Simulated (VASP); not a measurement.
# ZrC (lda) (Fm-3m) in VASP: notebook, part 2 of 2

VASP 6.6.1. The steps go on from the part before.

**3. Single point, LDA**

This run uses another cell than the first one, of 12.50 Å³/atom, 0.963 times its volume.

Contents of INCAR:

```
SYSTEM = ZrC
PREC = Accurate
ENCUT = 600
EDIFF = 1E-6
ISMEAR = 0
SIGMA = 0.1
LREAL = .False.
LASPH = .True.
NELM = 120
ALGO = Normal
ISIF = 2
LWAVE = .False.
LCHARG = .False.
GGA = CA
NBANDS = 15
GGA_COMPAT = .False.
```

Contents of KPOINTS:

```
regular mesh
0
Gamma
  8 8 8
  0 0 0
```

Contents of POSCAR:

```
ZrC
1.0
    0.0000000000      2.3210646206      2.3210646206
    2.3210646206      0.0000000000      2.3210646206
    2.3210646206      2.3210646206      0.0000000000
Zr C
1 1
Direct
    0.5000000000      0.5000000000      0.5000000000
    0.0000000000      0.0000000000      0.0000000000
```

Potentials or basis: VASP PAW LDA potentials, release 64 (Zr_sv, C).

The run is started by

```sh
cat potpaw_LDA.64/Zr_sv/POTCAR potpaw_LDA.64/C/POTCAR > POTCAR
mpirun -np 1 vasp_std > vasp.out
```

OUTCAR:

```text
SYSTEM = ZrC
   PREC = Accurate
   ENCUT = 600
   EDIFF = 1E-6
   ISMEAR = 0
   LREAL = .False.
   LASPH = .True.
   NELM = 120
   ISIF = 2
   GGA = CA

 ion  position               nearest neighbor table
   1  0.500  0.500  0.500-   2 2.32   2 2.32   2 2.32   2 2.32   2 2.32   2 2.32
   2  0.000  0.000  0.000-   1 2.32   1 2.32   1 2.32   1 2.32   1 2.32   1 2.32

  LATTYP: Found a face centered cubic cell.
 ALAT       =     4.6421292412

  Lattice vectors:

 A1 = (   0.0000000000,   2.3210646206,   2.3210646206)
 A2 = (   2.3210646206,   0.0000000000,   2.3210646206)
 A3 = (   2.3210646206,   2.3210646206,   0.0000000000)

Analysis of symmetry for initial positions (statically):
=====================================================================
 Subroutine PRICEL returns:
 Original cell was already a primitive cell.

 Routine SETGRP: Setting up the symmetry group for a
 face centered cubic supercell.

 Subroutine GETGRP returns: Found 48 space group operations
 (whereof 48 operations were pure point group operations)
 out of a pool of 48 trial point group operations.

The static configuration has the point symmetry O_h .

Analysis of symmetry for dynamics (positions and initial velocities):
=====================================================================
 Subroutine PRICEL returns:
 Original cell was already a primitive cell.

 Routine SETGRP: Setting up the symmetry group for a
 face centered cubic supercell.

 Subroutine GETGRP returns: Found 48 space group operations
 (whereof 48 operations were pure point group operations)
 out of a pool of 48 trial point group operations.

The dynamic configuration has the point symmetry O_h .

 Subroutine INISYM returns: Found 48 space group operations
 (whereof 48 operations are pure point group operations),
 and found     1 'primitive' translations

----------------------------------------------------------------------------------------

[... 116 lines left out ...]
   LORBIT       =      0    0 simple, 1 ext, 2 COOP (PROOUT), +10 PAW based schemes
   GGA     = CA    functional components
   LHFCALC =     F    Hartree Fock is set to
   AEXX    =    0.0000 exact exchange contribution
   IVDW    =     0    specifies the selected vdW correction
   LEPSILON=     F    determine dielectric tensor
   LRPA    =     F    only Hartree local field effects (RPA)
 non-spin polarized calculation
 Gauss-broadening in eV      SIGMA  =   0.10
  energy-cutoff  :      600.00
  volume of cell :       25.01
 maximum number of plane-waves:       869
 NGX is ok and might be reduce to    28
   NGX = 13   NGY = 13   NGZ = 13

 number of electron      16.0000000 magnetization

 Free energy of the ion-electron system (eV)
  ---------------------------------------------------
  ext. energy  EPLUGINS =         0.00000000
  ---------------------------------------------------
  free energy    TOTEN  =       -21.27731707 eV

  energy without entropy =      -21.27522192  energy(sigma->0) =      -21.27626949

 E-fermi :   9.8364     XC(G=0): -12.5412

 val. band max:        9.8041726838   @ k =   0.1250   0.1250   0.0000
 cond. band min:      10.0078610700   @ k =   0.5000   0.5000   0.0000
 fundamental gap:      0.2036883862
 Fermi energy:         9.8363915056

 k-point     1 :       0.0000    0.0000    0.0000
  band No.  band energies     occupation
      1     -37.7775      2.00000
      2     -15.6094      2.00000
      3     -15.6094      2.00000
      4     -15.6094      2.00000
      5      -1.3911      2.00000
      6      10.8409      0.00000
      7      10.8409      0.00000
      8      10.8409      0.00000
      9      10.9344      0.00000
     10      10.9344      0.00000
     11      10.9344      0.00000
     12      12.7920      0.00000
     13      12.7920      0.00000
     14      17.7166      0.00000
[... 401 lines left out ...]
      2     -16.4530      2.00000
      3     -15.9596      2.00000
      4     -15.7872      2.00000
      5       1.1567      2.00000
      6       5.5280      2.00000
      7       7.3356      2.00000
      8       7.4050      2.00000
      9      13.3556      0.00000
     10      13.7932      0.00000
     11      15.3503      0.00000
     12      18.3315      0.00000
     13      19.0542      0.00000
     14      20.4817      0.00000
     15      23.9430      0.00000

 [... further k-points ...]
[... 5 lines left out ...]
  --------------------------------------------------------------------------------------
  -------------------------------------------------------------------------------------
  Total        0.0687191      0.0687191      0.0687191     -0.0000000     -0.0000000      0.0000000
  in kB        4.4024676      4.4024676      4.4024676     -0.0000000     -0.0000000      0.0000000
  external PRESSURE =       4.4024676 kB  Pullay stress =       0.0000000 kB

 VOLUME and BASIS-vectors are now :
 -----------------------------------------------------------------------------
  energy-cutoff  :      600.00
  volume of cell :       25.01
      direct lattice vectors                 reciprocal lattice vectors
     0.000000000  2.321064621  2.321064621    -0.215418388  0.215418388  0.215418388
     2.321064621  0.000000000  2.321064621     0.215418388 -0.215418388  0.215418388
     2.321064621  2.321064621  0.000000000     0.215418388  0.215418388 -0.215418388

 POSITION                                       TOTAL-FORCE (eV/Angst)
 -----------------------------------------------------------------------------------
      2.32106      2.32106      2.32106         0.000000      0.000000      0.000000
      0.00000      0.00000      0.00000        -0.000000     -0.000000     -0.000000
 -----------------------------------------------------------------------------------
    total drift:                                0.000000      0.000000      0.000000

  FREE ENERGIE OF THE ION-ELECTRON SYSTEM (eV)
  ---------------------------------------------------
  free  energy   TOTEN  =       -21.2773170680 eV

  energy  without entropy=      -21.2752219186  energy(sigma->0) =      -21.27626949
```

OSZICAR:

```text
N       E                     dE             d eps       ncg     rms          rms(c)
DAV:   1     0.105739153752E+03    0.10574E+03   -0.95815E+03   870   0.122E+03
DAV:   2    -0.184152892642E+02   -0.12415E+03   -0.11598E+03  1087   0.300E+02
DAV:   3    -0.245862529366E+02   -0.61710E+01   -0.61236E+01  1449   0.579E+01
DAV:   4    -0.247057317739E+02   -0.11948E+00   -0.11943E+00  1027   0.632E+00
DAV:   5    -0.247084856172E+02   -0.27538E-02   -0.27538E-02  1182   0.683E-01    0.221E+01
DAV:   6    -0.214167631293E+02    0.32917E+01   -0.62094E+00  1041   0.228E+01    0.788E+00
DAV:   7    -0.213031067903E+02    0.11366E+00   -0.67587E-01   997   0.619E+00    0.695E+00
DAV:   8    -0.213233352356E+02   -0.20228E-01   -0.38136E-01  1045   0.416E+00    0.564E+00
DAV:   9    -0.212792384091E+02    0.44097E-01   -0.68619E-02   961   0.166E+00    0.117E+00
DAV:  10    -0.212773272447E+02    0.19112E-02   -0.75374E-03  1101   0.696E-01    0.718E-02
DAV:  11    -0.212773235269E+02    0.37178E-05   -0.17528E-04   989   0.133E-01    0.423E-02
DAV:  12    -0.212773183355E+02    0.51913E-05   -0.77769E-06  1076   0.229E-02    0.140E-02
DAV:  13    -0.212773171384E+02    0.11971E-05   -0.33462E-06  1045   0.115E-02    0.666E-03
DAV:  14    -0.212773170680E+02    0.70465E-07   -0.13059E-07   568   0.266E-03
   1 F= -.21277317E+02 E0= -.21276269E+02  d E =-.209515E-02
```

stdout:

```text
POSCAR found type information on POSCAR ZrC
 POSCAR found :  2 types and       2 ions
 scaLAPACK will be used
 LDA part: xc-table for (Slater(with rela. corr.)+CA(PZ))
 , standard interpolation
 POSCAR, INCAR and KPOINTS ok, starting setup
 FFT: planning ... GRIDC
 FFT: planning ... GRID_SOFT
 FFT: planning ... GRID
 WAVECAR not read
 entering main loop
```

Run time: 14 s. Hardware: 1 thread of Intel Xeon Platinum 8375C at 2.90GHz (Ice Lake), shared host; peak memory 0.15 GiB.

What came out:

```yaml
Free_energy: -21.2773 eV
Pressure: 0.4 GPa
Band_gap_on_the_k_mesh: zero (band 8 reaches 10.84 eV, above the bottom of band 9 at 9.51 eV)
```

Levels at points of the mesh, in eV from the Fermi level:
```tsv
k point	band 5	band 6	band 7	band 8	band 9	band 10	band 11	band 12
(0.00, 0.00, 0.00)	-11.23	1.00	1.00	1.00	1.10	1.10	1.10	2.96
(0.50, 0.00, 0.00)	-7.89	-5.40	-3.01	-3.01	4.71	4.71	5.58	6.78
(0.50, 0.50, 0.00)	-10.08	-1.90	-1.88	0.17	0.17	4.70	5.95	5.95
```

**4. Relaxation of cell and atoms, LDA**

Contents of INCAR:

```
ALGO = Normal
EDIFF = 1E-7
EDIFFG = -0.05
ENCUT = 600
GGA = CA
GGA_COMPAT = False
IBRION = 2
ISIF = 3
ISMEAR = 0
LASPH = True
LCHARG = False
LREAL = False
LWAVE = False
NELM = 120
NELMIN = 4
NSW = 100
PREC = Accurate
SIGMA = 0.1
```

Contents of KPOINTS:

```
k-points
0
Gamma
  8 8 8
```

Contents of POSCAR:

```
ZrC
1.0
    0.0000000000      2.3502110000      2.3502110000
    2.3502110000      0.0000000000      2.3502110000
    2.3502110000      2.3502110000      0.0000000000
Zr C
1 1
Direct
    0.5000000000      0.5000000000      0.5000000000
    0.0000000000      0.0000000000      0.0000000000
```

The run is started by

```sh
cat potpaw_LDA.64/Zr_sv/POTCAR potpaw_LDA.64/C/POTCAR > POTCAR
mpirun -np 1 vasp_std > vasp.out
```

It took 27 s on 1 thread of Intel Xeon Platinum 8375C at 2.90GHz (Ice Lake), shared host; peak memory 0.16 GiB.

Results (log left out):

- Free energy: -21.2783 eV
- Relaxed volume: 12.54 Å³/atom
- Relaxed cell: a = 3.285 Å, b = 3.285 Å, c = 3.285 Å, α = 60.00°, β = 60.00°, γ = 60.00°
- Space group after relaxing (to 0.05 Å): Fm-3m (No. 225)
- Energy gained by relaxing: 11.9 meV/atom
- Ionic steps: 3
- Pressure after relaxing: -0.2 GPa
- Band gap on the k mesh: zero (band 8 reaches 10.81 eV, above the bottom of band 9 at 9.48 eV)

The path:
| step | energy change (eV) | largest force (eV/Å) | pressure (GPa) | volume (Å³) |
| --- | --- | --- | --- | --- |
| 1 | 0.0000 | 0.0000 | -8.17 | 25.96 |
| 2 | 0.0525 | 0.0000 | 17.19 | 23.55 |
| 3 | -0.0239 | 0.0000 | -0.16 | 25.07 |

Final structure:
```yaml
crystal:
  lattice:
    - [0.00000, 2.32296, 2.32296]
    - [2.32296, 0.00000, 2.32296]
    - [2.32296, 2.32296, 0.00000]
  atoms:
    - { symbol: Zr, position: [0.50000, 0.50000, 0.50000] }
    - { symbol: C, position: [0.00000, 0.00000, 0.00000] }
```

Levels at points of the mesh, in eV from the Fermi level:
| k point | band 5 | band 6 | band 7 | band 8 | band 9 | band 10 | band 11 | band 12 |
| --- | --- | --- | --- | --- | --- | --- | --- | --- |
| (0.00, 0.00, 0.00) | -11.22 | 1.00 | 1.00 | 1.00 | 1.10 | 1.10 | 1.10 | 2.95 |
| (0.50, 0.00, 0.00) | -7.89 | -5.39 | -3.00 | -3.00 | 4.70 | 4.70 | 5.56 | 6.77 |
| (0.50, 0.50, 0.00) | -10.07 | -1.90 | -1.87 | 0.17 | 0.17 | 4.69 | 5.94 | 5.94 |

**5. Single point, LDA**

This run uses another cell than the first one, of 12.50 Å³/atom, 0.963 times its volume.

Contents of INCAR:

```
SYSTEM = ZrC
PREC = Accurate
ENCUT = 600
EDIFF = 1E-6
ISMEAR = 0
SIGMA = 0.1
LREAL = .False.
LASPH = .True.
NELM = 120
ALGO = Normal
ISIF = 2
LWAVE = .False.
LCHARG = .False.
NBANDS = 15
GGA_COMPAT = .False.
```

Contents of KPOINTS:

```
regular mesh
0
Gamma
  16 16 16
  0 0 0
```

Contents of POSCAR:

```
ZrC
1.0
    0.0000000000      2.3210646206      2.3210646206
    2.3210646206      0.0000000000      2.3210646206
    2.3210646206      2.3210646206      0.0000000000
Zr C
1 1
Direct
    0.5000000000      0.5000000000      0.5000000000
    0.0000000000      0.0000000000      0.0000000000
```

Potentials or basis: VASP PAW LDA potentials, release 64 (Zr_sv, C).

The run is started by

```sh
cat potpaw_LDA.64/Zr_sv/POTCAR potpaw_LDA.64/C/POTCAR > POTCAR
mpirun -np 1 vasp_std > vasp.out
```

OUTCAR:

```text
SYSTEM = ZrC
   PREC = Accurate
   ENCUT = 600
   EDIFF = 1E-6
   ISMEAR = 0
   LREAL = .False.
   LASPH = .True.
   NELM = 120
   ISIF = 2

 ion  position               nearest neighbor table
   1  0.500  0.500  0.500-   2 2.32   2 2.32   2 2.32   2 2.32   2 2.32   2 2.32
   2  0.000  0.000  0.000-   1 2.32   1 2.32   1 2.32   1 2.32   1 2.32   1 2.32

  LATTYP: Found a face centered cubic cell.
 ALAT       =     4.6421292412

  Lattice vectors:

 A1 = (   0.0000000000,   2.3210646206,   2.3210646206)
 A2 = (   2.3210646206,   0.0000000000,   2.3210646206)
 A3 = (   2.3210646206,   2.3210646206,   0.0000000000)

Analysis of symmetry for initial positions (statically):
=====================================================================
 Subroutine PRICEL returns:
 Original cell was already a primitive cell.

 Routine SETGRP: Setting up the symmetry group for a
 face centered cubic supercell.

 Subroutine GETGRP returns: Found 48 space group operations
 (whereof 48 operations were pure point group operations)
 out of a pool of 48 trial point group operations.

The static configuration has the point symmetry O_h .

Analysis of symmetry for dynamics (positions and initial velocities):
=====================================================================
 Subroutine PRICEL returns:
 Original cell was already a primitive cell.

[... 169 lines left out ...]
      5      -1.3933      2.00000
      6      10.8376      0.00000
      7      10.8376      0.00000
      8      10.8376      0.00000
      9      10.9349      0.00000
     10      10.9349      0.00000
     11      10.9349      0.00000
     12      12.7921      0.00000
     13      12.7921      0.00000
     14      17.7148      0.00000
[... 401 lines left out ...]
      2     -15.7070      2.00000
      3     -15.6346      2.00000
      4     -15.6103      2.00000
      5      -1.1414      2.00000
      6       9.4706      2.00000
      7       9.6788      1.99370
      8       9.8075      1.63761
      9      11.0844      0.00000
     10      11.7510      0.00000
     11      11.8403      0.00000
     12      13.4502      0.00000
     13      14.3318      0.00000
     14      18.1952      0.00000
     15      21.0856      0.00000

 [... further k-points ...]
[... 5 lines left out ...]
  --------------------------------------------------------------------------------------
  -------------------------------------------------------------------------------------
  Total        0.0667710      0.0667710      0.0667710     -0.0000000     -0.0000000      0.0000000
  in kB        4.2776633      4.2776633      4.2776633     -0.0000000     -0.0000000      0.0000000
  external PRESSURE =       4.2776633 kB  Pullay stress =       0.0000000 kB

 VOLUME and BASIS-vectors are now :
 -----------------------------------------------------------------------------
  energy-cutoff  :      600.00
  volume of cell :       25.01
      direct lattice vectors                 reciprocal lattice vectors
     0.000000000  2.321064621  2.321064621    -0.215418388  0.215418388  0.215418388
     2.321064621  0.000000000  2.321064621     0.215418388 -0.215418388  0.215418388
     2.321064621  2.321064621  0.000000000     0.215418388  0.215418388 -0.215418388

 POSITION                                       TOTAL-FORCE (eV/Angst)
 -----------------------------------------------------------------------------------
      2.32106      2.32106      2.32106        -0.000000     -0.000000      0.000000
      0.00000      0.00000      0.00000         0.000000      0.000000     -0.000000
 -----------------------------------------------------------------------------------
    total drift:                                0.000000      0.000000      0.000000

  FREE ENERGIE OF THE ION-ELECTRON SYSTEM (eV)
  ---------------------------------------------------
  free  energy   TOTEN  =       -21.2795397602 eV

  energy  without entropy=      -21.2779332522  energy(sigma->0) =      -21.27873651
```

OSZICAR:

```text
N       E                     dE             d eps       ncg     rms          rms(c)
DAV:   1     0.107298719663E+03    0.10730E+03   -0.93638E+03  4350   0.120E+03
DAV:   2    -0.181936025685E+02   -0.12549E+03   -0.11697E+03  5449   0.302E+02
DAV:   3    -0.245284612834E+02   -0.63349E+01   -0.62895E+01  7065   0.591E+01
DAV:   4    -0.247094701267E+02   -0.18101E+00   -0.18089E+00  5392   0.679E+00
DAV:   5    -0.247112441701E+02   -0.17740E-02   -0.17740E-02  5704   0.639E-01    0.221E+01
DAV:   6    -0.214282626189E+02    0.32830E+01   -0.61962E+00  5139   0.228E+01    0.786E+00
DAV:   7    -0.213061503767E+02    0.12211E+00   -0.62998E-01  5073   0.622E+00    0.697E+00
DAV:   8    -0.213252628100E+02   -0.19112E-01   -0.37107E-01  5372   0.416E+00    0.573E+00
DAV:   9    -0.212806700313E+02    0.44593E-01   -0.72829E-02  4875   0.174E+00    0.936E-01
DAV:  10    -0.212795455713E+02    0.11245E-02   -0.61706E-03  5638   0.644E-01    0.127E-01
DAV:  11    -0.212795446250E+02    0.94635E-06   -0.16568E-04  5029   0.127E-01    0.364E-02
DAV:  12    -0.212795407521E+02    0.38728E-05   -0.37798E-06  5433   0.171E-02    0.125E-02
DAV:  13    -0.212795397602E+02    0.99193E-06   -0.25201E-06  5337   0.100E-02
   1 F= -.21279540E+02 E0= -.21278737E+02  d E =-.160651E-02
```

stdout:

```text
POSCAR found type information on POSCAR ZrC
 POSCAR found :  2 types and       2 ions
 scaLAPACK will be used
 LDA part: xc-table for (Slater(with rela. corr.)+CA(PZ))
 , standard interpolation
 POSCAR, INCAR and KPOINTS ok, starting setup
 FFT: planning ... GRIDC
 FFT: planning ... GRID_SOFT
 FFT: planning ... GRID
 WAVECAR not read
 entering main loop
```

It took 58 s on 1 thread of Intel Xeon Platinum 8375C at 2.90GHz (Ice Lake), shared host; peak memory 0.19 GiB.

Results:

| Property | Result |
| --- | --- |
| Free energy | -21.2795 eV |
| Pressure | 0.4 GPa |
| Band gap on the k mesh | zero (band 8 reaches 10.84 eV, above the bottom of band 9 at 9.51 eV) |

**6. Relaxation of cell and atoms, LDA**

This run uses another cell than the first one, of 12.50 Å³/atom, 0.963 times its volume.

Contents of INCAR:

```
PREC = Accurate ; ENCUT = 600
EDIFF = 1E-7 ; ISMEAR = 0
SIGMA = 0.1 ; LREAL = False
LASPH = True ; NELM = 120
ALGO = Normal ; ISIF = 3
LWAVE = False ; LCHARG = False
GGA = CA ; IBRION = 2
NSW = 100 ; EDIFFG = -0.002
GGA_COMPAT = False ; NELMIN = 4
```

Contents of KPOINTS:

```
Automatic mesh
0
Gamma
  16 16 16
```

POSCAR is that of step 5.

Potentials or basis: VASP PAW LDA potentials, release 64 (Zr_sv, C).

The run is started by

```sh
cat potpaw_LDA.64/Zr_sv/POTCAR potpaw_LDA.64/C/POTCAR > POTCAR
mpirun -np 1 vasp_std > vasp.out
```

Wall time 95 s (1 thread of Intel Xeon Platinum 8375C at 2.90GHz (Ice Lake), shared host); peak memory 0.2 GiB.

It converged, with:

```yaml
Free_energy: -21.2796 eV
Relaxed_volume: 12.53 Å³/atom
Relaxed_cell: a = 3.284 Å, b = 3.284 Å, c = 3.284 Å, α = 60.00°, β = 60.00°, γ = 60.00°
Space_group_after_relaxing_to_0.05_Å: Fm-3m (No. 225)
Energy_gained_by_relaxing: 0.0 meV/atom
Ionic_steps: 3
Pressure_after_relaxing: 0.0 GPa
Band_gap_on_the_k_mesh: zero (band 8 reaches 10.82 eV, above the bottom of band 9 at 9.49 eV)
```

Final structure:
```
Zr C
1.0
     0.00000    2.32238    2.32238
     2.32238    0.00000    2.32238
     2.32238    2.32238    0.00000
Zr C
1 1
Cartesian
  2.3224 2.3224 2.3224
  0.0000 0.0000 0.0000
```

Levels at points of the mesh, in eV from the Fermi level:
| k point | band 6 | band 7 | band 8 | band 9 | band 10 | band 11 |
| --- | --- | --- | --- | --- | --- | --- |
| (0.00, 0.00, 0.00) | 0.97 | 0.97 | 0.97 | 1.06 | 1.06 | 1.06 |
| (0.50, 0.00, 0.00) | -5.43 | -3.04 | -3.04 | 4.67 | 4.67 | 5.53 |
| (0.50, 0.50, 0.00) | -1.94 | -1.91 | 0.13 | 0.13 | 4.66 | 5.91 |

**7. The runs side by side**

```csv
task,cell,k mesh,gap on the mesh (eV),pressure (GPa),relaxed volume (Å³/atom)
single point,"a = 3.324 Å, angles 60.0°, 2 atoms",6 × 6 × 6,none,-8.1,-
single point,"a = 3.282 Å, angles 60.0°, 2 atoms",8 × 8 × 8,none,0.4,-
relaxation of cell and atoms,"relaxed from a = 3.324 Å, angles 60.0°, 2 atoms",8 × 8 × 8,none,-0.2,12.54
single point,"a = 3.282 Å, angles 60.0°, 2 atoms",16 × 16 × 16,none,0.4,-
relaxation of cell and atoms,"relaxed from a = 3.282 Å, angles 60.0°, 2 atoms",16 × 16 × 16,none,0.0,12.53
```

Alike in all rows: level LDA; potentials or basis VASP PAW LDA potentials, release 64 (Zr_sv, C); no spin polarisation; cutoff (eV) 600; smearing gaussian 0.1 eV.

Caveats: some runs use coarse meshes.

Total energies depend on the potentials used, so only differences within one code and one set of settings carry meaning.
